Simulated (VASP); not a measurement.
# Nb (P6_3/mmc) in VASP: further runs

The runs below take Nb through single point, relaxation of cell and atoms, with PBEsol.

All numbers are computed with VASP 6.6.1; they aren't measurements. Logs are shortened: lines on timing, memory, paths and dates and some standing lists are left out, and cuts for length are marked.

## 1. The cell of the first run

It takes space group P6_3/mmc (No. 194, hexagonal). The conventional cell has a = 2.829 Å, b = 2.829 Å, c = 10.409 Å, α = 90.00°, β = 90.00°, γ = 120.00°. Nb (site symmetry -3m) has 12 Nb at 2.83 to 3.07 Å within 3.7 Å. Within 3.7 Å of Nb (site symmetry -6m2) lie 12 Nb at 2.83 to 3.07 Å.

## 2. Single point, PBEsol

The input, INCAR:

```
SYSTEM = Nb
PREC     = Accurate       ! precision mode
ENCUT    = 520            ! plane-wave cutoff, eV
EDIFF    = 1E-6           ! SCF threshold, eV
ISMEAR   = -1             ! smearing method
SIGMA    = 0.1            ! smearing width, eV
LREAL    = .False.        ! projectors in reciprocal space
LASPH    = .True.         ! aspherical terms in the spheres
NELM     = 60             ! most SCF steps
ALGO     = Normal         ! electronic algorithm
ISIF     = 2              ! what is computed and relaxed
LWAVE    = .False.        ! write WAVECAR
LCHARG   = .False.        ! write CHGCAR
GGA      = PS             ! functional
NBANDS   = 34             ! bands
```

The input, KPOINTS:

```
regular mesh
0
Gamma
  17 17 4
  0 0 0
```

The input, POSCAR:

```
Nb
1.0
    2.8294556228      0.0000000000      0.0000000000
   -1.4147278114      2.4503804482      0.0000000000
    0.0000000000      0.0000000000     10.4087961945
Nb
4
Direct
    0.0000000000      1.0000000000      1.0000000000
    0.0000000000      1.0000000000      0.5000000000
    0.3333333333      0.6666666667      0.2500000000
    0.6666666667      0.3333333333      0.7500000000
```

Potentials or basis: VASP PAW PBE potentials, release 64 (Nb_sv).

The run is started by

```bash
$ cat potpaw_PBE.64/Nb_sv/POTCAR > POTCAR
$ mpirun -np 1 vasp_std > vasp.out
```

OUTCAR:

```text
SYSTEM = Nb
   PREC = Accurate
   ENCUT = 520
   EDIFF = 1E-6
   ISMEAR = -1
   LREAL = .False.
   LASPH = .True.
   NELM = 60
   ISIF = 2
   GGA = PS

 ion  position               nearest neighbor table
   1  0.000  0.000  0.000-
   2  0.000  0.000  0.500-
   3  0.333  0.667  0.250-
   4  0.667  0.333  0.750-

  LATTYP: Found a hexagonal cell.
 ALAT       =     2.8294556228
 C/A-ratio  =     3.6787274947

  Lattice vectors:

 A1 = (   2.8294556228,   0.0000000000,   0.0000000000)
 A2 = (  -1.4147278114,   2.4503804482,   0.0000000000)
 A3 = (   0.0000000000,   0.0000000000,  10.4087961945)

Analysis of symmetry for initial positions (statically):
=====================================================================
 Subroutine PRICEL returns:
 Original cell was already a primitive cell.

 Routine SETGRP: Setting up the symmetry group for a
 hexagonal supercell.

 Subroutine GETGRP returns: Found 24 space group operations
 (whereof 12 operations were pure point group operations)
 out of a pool of 24 trial point group operations.

The static configuration has the point symmetry D_3d.
 The point group associated with its full space group is D_6h.

Analysis of symmetry for dynamics (positions and initial velocities):
=====================================================================
 Subroutine PRICEL returns:
 Original cell was already a primitive cell.

 Routine SETGRP: Setting up the symmetry group for a
 hexagonal supercell.

 Subroutine GETGRP returns: Found 24 space group operations
 (whereof 12 operations were pure point group operations)
 out of a pool of 24 trial point group operations.

The dynamic configuration has the point symmetry D_3d.
 The point group associated with its full space group is D_6h.

 Subroutine INISYM returns: Found 24 space group operations
 (whereof 12 operations are pure point group operations),
 and found     1 'primitive' translations

----------------------------------------------------------------------------------------

                                     Primitive cell

  volume of cell :      72.1667

  direct lattice vectors                    reciprocal lattice vectors
     2.829455623  0.000000000  0.000000000     0.353424875  0.204049947  0.000000000
    -1.414727811  2.450380448  0.000000000     0.000000000  0.408099894  0.000000000
     0.000000000  0.000000000 10.408796195     0.000000000  0.000000000  0.096072589

  length of vectors
     2.829455623  2.829455623 10.408796195     0.408099894  0.408099894  0.096072589

  position of ions in fractional coordinates (direct lattice)
     0.000000000  0.000000000  0.000000000
     0.000000000  0.000000000  0.500000000
     0.333333333  0.666666667  0.250000000
     0.666666667  0.333333333  0.750000000

  ion indices of the primitive-cell ions
   primitive index   ion index
                 1           1
                 2           2
                 3           3
                 4           4

----------------------------------------------------------------------------------------

 KPOINTS: regular mesh

Automatic generation of k-mesh.
 Grid dimensions read from file:
 generate k-points for:   17   17    4

 Generating k-lattice:

  Cartesian coordinates                     Fractional coordinates (reciprocal lattice)
     0.020789699  0.012002938  0.000000000     0.058823529  0.000000000  0.000000000
     0.000000000  0.024005876  0.000000000     0.000000000  0.058823529  0.000000000
     0.000000000  0.000000000  0.024018147     0.000000000  0.000000000  0.250000000

  Length of vectors
     0.024005876  0.024005876  0.024018147

  Shift w.r.t. Gamma in fractional coordinates (k-lattice)
     0.000000000  0.000000000  0.000000000

 Subroutine IBZKPT returns following result:
 ===========================================

 Found     99 irreducible k-points:

 Following reciprocal coordinates:
            Coordinates               Weight
  0.000000  0.000000  0.000000      1.000000
  0.058824  0.000000  0.000000      6.000000
  0.117647  0.000000  0.000000      6.000000
  0.176471  0.000000  0.000000      6.000000
  0.235294  0.000000  0.000000      6.000000
  0.294118  0.000000  0.000000      6.000000
[... 16 lines left out ...]
  0.411765  0.117647  0.000000     12.000000
  0.176471  0.176471  0.000000      6.000000
 [... further k-points ...]
   k-points           NKPTS =     99   k-points in BZ     NKDIM =     99   number of bands    NBANDS=     34
   number of dos      NEDOS =    301   number of ions     NIONS =      4
   total plane-waves  NPLWV =  46080
   dimension x,y,z NGX =    24 NGY =   24 NGZ =   80
   dimension x,y,z NGXF=    48 NGYF=   48 NGZF=  160
   ions per type =               4
   NGX,Y,Z   is equivalent  to a cutoff of  14.10, 14.10, 12.78 a.u.
   NGXF,Y,Z  is equivalent  to a cutoff of  28.20, 28.20, 25.55 a.u.
 SYSTEM =  Nb
   PREC   = accura    normal or accurate (medium, high low for compatibility)
   ISTART =      0    job   : 0-new  1-cont  2-samecut
   ICHARG =      2    charge: 1-file 2-atom 10-const
   ISPIN  =      1    spin polarized calculation?
   LNONCOLLINEAR =      F non collinear calculations
   LSORBIT =      F    spin-orbit coupling
   LASPH  =      T    aspherical Exc in radial PAW
   ENCUT  =  520.0 eV  38.22 Ry    6.18 a.u.   5.26  5.26 19.35*2*pi/ulx,y,z
   NELM   =     60;   NELMIN=  2; NELMDL= -5     # of ELM steps
   EDIFF  = 0.1E-05   stopping-criterion for ELM
   LREAL  =      F    real-space projection
   EDIFFG = 0.1E-04   stopping-criterion for IOM
   NSW    =      0    number of steps for IOM
   IBRION =     -1    ionic relax: 0-MD 1-quasi-New 2-CG
   NFREE  =      0    steps in history (QN), initial steepest desc. (CG)
   ISIF   =      2    stress and relaxation
   ISYM   =      2    0-nonsym 1-usesym 2-fastsym
   POTIM  = 0.5000    time-step for ionic-motion
   TEBEG  =    0.0;   TEEND  =   0.0 temperature during run
   PSTRESS=    0.0 pullay stress
   NELECT =      52.0000    total number of electrons
   NUPDOWN=      -1.0000    fix difference up-down
   EMIN   =  10.00;   EMAX   =-10.00  energy-range for DOS
   EFERMI =   0.00;   METHOD = LEGACY
   ISMEAR =    -1;   SIGMA  =   0.10  broadening in eV -4-tet -1-fermi 0-gaus
   EFERMI_NEDOS =   21; number of points for ismear=-14 and -15
   IALGO  =     38    algorithm
   IMIX   =      4    mixing-type and parameters
     AMIX     =   0.40;   BMIX     =  1.00
     AMIX_MAG =   1.60;   BMIX_MAG =  1.00
  volume/ion in A,a.u.               =      18.04       121.75
  Fermi-wavevector in a.u.,A,eV,Ry     =   1.467676  2.773506 29.307956  2.154074
  Thomas-Fermi vector in A             =   2.583266
   LORBIT       =      0    0 simple, 1 ext, 2 COOP (PROOUT), +10 PAW based schemes
   GGA     = PS    functional components
   LHFCALC =     F    Hartree Fock is set to
   AEXX    =    0.0000 exact exchange contribution
   IVDW    =     0    specifies the selected vdW correction
   LEPSILON=     F    determine dielectric tensor
   LRPA    =     F    only Hartree local field effects (RPA)
 non-spin polarized calculation
  energy-cutoff  :      520.00
  volume of cell :       72.17
 maximum number of plane-waves:      1970
 NGX is ok and might be reduce to    24
   NGX = 11   NGY = 11   NGZ = 39

 number of electron      51.9999999 magnetization

 Free energy of the ion-electron system (eV)
  ---------------------------------------------------
  ext. energy  EPLUGINS =         0.00000000
  ---------------------------------------------------
  free energy    TOTEN  =       -42.68155335 eV

  energy without entropy =      -42.51043465  energy(sigma->0) =      -42.59599400

 E-fermi :  11.3594     XC(G=0): -12.6040

 val. band max:       11.3544496176   @ k =   0.1765   0.0588   0.5000
 cond. band min:      11.3614664263   @ k =   0.2941   0.0588   0.5000
 fundamental gap:      0.0070168086
 Fermi energy:        11.3594421168

 k-point     1 :       0.0000    0.0000    0.0000
  band No.  band energies     occupation
      1     -43.2414      2.00000
      2     -43.1835      2.00000
      3     -43.1586      2.00000
      4     -43.0996      2.00000
      5     -19.7915      2.00000
      6     -19.3062      2.00000
[... 26 lines left out ...]
     33      14.2500      0.00000
     34      14.2599      0.00000

 k-point     2 :       0.0588    0.0000    0.0000
  band No.  band energies     occupation
      1     -43.2326      2.00000
      2     -43.1756      2.00000
      3     -43.1508      2.00000
      4     -43.0928      2.00000
      5     -19.7763      2.00000
      6     -19.3010      2.00000
[... 26 lines left out ...]
     33      14.0079      0.00000
     34      14.1199      0.00000

 k-point     3 :       0.1176    0.0000    0.0000
  band No.  band energies     occupation
      1     -43.2070      2.00000
      2     -43.1530      2.00000
      3     -43.1281      2.00000
      4     -43.0731      2.00000
      5     -19.7318      2.00000
      6     -19.2885      2.00000
[... 26 lines left out ...]
     33      13.4661      0.00000
     34      13.8188      0.00000

 k-point     4 :       0.1765    0.0000    0.0000
  band No.  band energies     occupation
      1     -43.1676      2.00000
      2     -43.1184      2.00000
      3     -43.0935      2.00000
      4     -43.0434      2.00000
      5     -19.6621      2.00000
      6     -19.2840      2.00000
[... 26 lines left out ...]
     33      13.0816      0.00000
     34      13.4853      0.00000

 k-point     5 :       0.2353    0.0000    0.0000
  band No.  band energies     occupation
      1     -43.1192      2.00000
      2     -43.0764      2.00000
      3     -43.0514      2.00000
      4     -43.0080      2.00000
      5     -19.5745      2.00000
      6     -19.3431      2.00000
[... 621 lines left out ...]
 k-point    22 :       0.3529    0.1176    0.0000
  band No.  band energies     occupation
      1     -42.9702      2.00000
      2     -42.9535      2.00000
      3     -42.9286      2.00000
      4     -42.9118      2.00000
      5     -19.8656      2.00000
      6     -19.8464      2.00000
[... 26 lines left out ...]
     33      15.0940      0.00000
     34      15.6780      0.00000

 k-point    23 :       0.4118    0.1176    0.0000
  band No.  band energies     occupation
      1     -42.9498      2.00000
      2     -42.9384      2.00000
      3     -42.9134      2.00000
      4     -42.9019      2.00000
      5     -19.9447      2.00000
      6     -19.9192      2.00000
[... 26 lines left out ...]
     33      15.5852      0.00000
     34      15.8967      0.00000

 k-point    24 :       0.1765    0.1765    0.0000
  band No.  band energies     occupation
      1     -43.0560      2.00000
      2     -43.0226      2.00000
      3     -42.9977      2.00000
      4     -42.9639      2.00000
      5     -19.4967      2.00000
      6     -19.4857      2.00000
[... 26 lines left out ...]
     33      14.2632      0.00000
     34      15.2075      0.00000

 [... further k-points ...]
[... 5 lines left out ...]
  --------------------------------------------------------------------------------------
  -------------------------------------------------------------------------------------
  Total       -0.0500137     -0.0500137     -0.1455172      0.0000000      0.0000000      0.0000000
  in kB       -1.1103571     -1.1103571     -3.2306355      0.0000000      0.0000000      0.0000000
  external PRESSURE =      -1.8171165 kB  Pullay stress =       0.0000000 kB

 VOLUME and BASIS-vectors are now :
 -----------------------------------------------------------------------------
  energy-cutoff  :      520.00
  volume of cell :       72.17
      direct lattice vectors                 reciprocal lattice vectors
     2.829455623  0.000000000  0.000000000     0.353424875  0.204049947  0.000000000
    -1.414727811  2.450380448  0.000000000     0.000000000  0.408099894  0.000000000
     0.000000000  0.000000000 10.408796195     0.000000000  0.000000000  0.096072589

 POSITION                                       TOTAL-FORCE (eV/Angst)
 -----------------------------------------------------------------------------------
      0.00000      0.00000      0.00000        -0.000000      0.000000     -0.000000
      0.00000      0.00000      5.20440        -0.000000      0.000000     -0.000000
     -0.00000      1.63359      2.60220         0.000000     -0.000000     -0.000000
      1.41473      0.81679      7.80660         0.000000      0.000000      0.000000
 -----------------------------------------------------------------------------------
    total drift:                               -0.000000      0.000000     -0.000000

  FREE ENERGIE OF THE ION-ELECTRON SYSTEM (eV)
  ---------------------------------------------------
  free  energy   TOTEN  =       -42.6815533517 eV

  energy  without entropy=      -42.5104346523  energy(sigma->0) =      -42.59599400
```

It took 2.4 min on 1 thread of AMD EPYC 9R45 (Zen 5), shared host; peak memory 0.28 GiB.

Results:

```yaml
Free_energy: -42.6816 eV
Pressure: -0.2 GPa
Band_gap_on_the_k_mesh: zero (band 26 reaches 12.36 eV, above the bottom of band 27 at 10.82 eV)
```

Stress tensor (GPa, compression positive):
```
-0.11  0.00  0.00
 0.00 -0.11  0.00
 0.00  0.00 -0.32
```

Levels at points of the mesh, in eV from the Fermi level:
| k point | band 23 | band 24 | band 25 | band 26 | band 27 | band 28 | band 29 | band 30 |
| --- | --- | --- | --- | --- | --- | --- | --- | --- |
| (0.00, 0.00, 0.00) | -1.07 | 0.27 | 0.27 | 0.38 | 0.38 | 0.50 | 0.57 | 0.57 |
| (0.00, 0.00, 0.50) | -0.38 | -0.38 | 0.34 | 0.34 | 0.34 | 0.34 | 0.61 | 0.61 |

Caveat: the PAW data sets were made with another functional, which shifts forces and pressure a little.

## 3. Relaxation of cell and atoms, PBEsol

This run uses another cell than the first one, of 17.98 Å³/atom, 0.996 times its volume.

The input, INCAR:

```
SYSTEM = Nb
PREC = Accurate
ENCUT = 600
EDIFF = 1E-7
ISMEAR = -1
SIGMA = 0.1
LREAL = .FALSE.
LASPH = .TRUE.
NELM = 60
ALGO = Normal
ISIF = 3
LWAVE = .FALSE.
LCHARG = .FALSE.
GGA = PS
IBRION = 2
NSW = 80
EDIFFG = -0.01
```

The input, KPOINTS:

```
regular mesh
0
G
  12 12 4
  0 0 0
```

The input, POSCAR:

```
Nb
1.0
    2.9403180252      0.0000000000      0.0000000000
   -1.4701590126      2.5463901050      0.0000000000
    0.0000000000      0.0000000000      9.6030786702
Nb
4
Direct
    0.0000000000      0.0000000000      0.0000000000
    0.0000000000      0.0000000000      0.5000000000
    0.3333333333      0.6666666667      0.2500000000
    0.6666666667      0.3333333333      0.7500000000
```

Potentials or basis: VASP PAW PBE potentials, release 64 (Nb_sv).

The run is started by

```bash
$ cat potpaw_PBE.64/Nb_sv/POTCAR > POTCAR
$ mpirun -np 1 vasp_std > vasp.out
```

Run time: 21 min. Hardware: 1 thread of AMD EPYC 9R45 (Zen 5), shared host; peak memory 0.26 GiB.

Results (log left out):

| Property | Result |
| --- | --- |
| Free energy | -42.6828 eV |
| Relaxed volume | 18.02 Å³/atom |
| Relaxed cell | a = 2.829 Å, b = 2.829 Å, c = 10.400 Å, α = 90.00°, β = 90.00°, γ = 120.00° |
| Space group after relaxing (to 0.05 Å) | P6_3/mmc (No. 194) |
| Energy gained by relaxing | 43.1 meV/atom |
| Ionic steps | 18 |
| Pressure after relaxing | 0.0 GPa |
| Band gap on the k mesh | zero (band 26 reaches 12.42 eV, above the bottom of band 27 at 10.92 eV) |

Step by step:
```csv
step,energy change (eV),largest force (eV/Å),pressure (GPa),volume (Å³)
1,0.0000,0.0000,0.99,71.90
2,-0.0301,0.0000,-1.84,73.05
3,-0.0344,0.0000,-8.24,75.95
4,-0.0477,0.0000,-4.90,74.36
5,-0.0543,0.0000,-5.02,74.40
6,-0.0736,0.0000,-5.35,74.52
7,-0.1045,0.0000,-5.91,74.73
8,-0.0973,0.0000,-6.22,75.05
9,-0.1149,0.0000,-6.14,74.85
10,-0.1384,0.0000,-4.84,74.22
11,-0.1703,0.0000,-0.86,72.45
12,-0.1705,0.0000,-0.43,72.27
13,-0.1705,0.0000,-0.55,72.32
14,-0.1712,0.0000,-0.48,72.29
15,-0.1723,0.0000,-0.27,72.18
16,-0.1714,0.0000,0.19,71.97
17,-0.1725,0.0000,-0.14,72.12
18,-0.1725,0.0000,-0.04,72.08
```

Final structure:
```
CELL_PARAMETERS angstrom
2.82894 0.00000 0.00000
-1.41447 2.44994 0.00000
0.00000 0.00000 10.40022
ATOMIC_POSITIONS crystal
Nb 0.00000 0.00000 0.00000
Nb 0.00000 0.00000 0.50000
Nb 0.33333 0.66667 0.25000
Nb 0.66667 0.33333 0.75000
```

Levels at points of the mesh, in eV from the Fermi level:
```
           k point  band 22  band 23  band 24  band 25  band 26  band 27  band 28  band 29  band 30  band 31
(0.00, 0.00, 0.00)    -1.31    -1.07     0.26     0.26     0.38     0.38     0.56     0.56     0.69     0.69
(0.50, 0.00, 0.00)    -2.40    -2.31    -1.34     0.08     0.38     0.78     2.30     2.32     2.51     3.25
(0.00, 0.00, 0.50)    -1.24    -0.38    -0.38     0.33     0.33     0.33     0.33     0.60     0.60     0.60
(0.50, 0.00, 0.50)    -3.22    -1.49    -1.49     1.04     1.04     1.18     1.18     1.57     1.57     3.79
```

Caveat: the PAW data sets were made with another functional, which shifts forces and pressure a little.
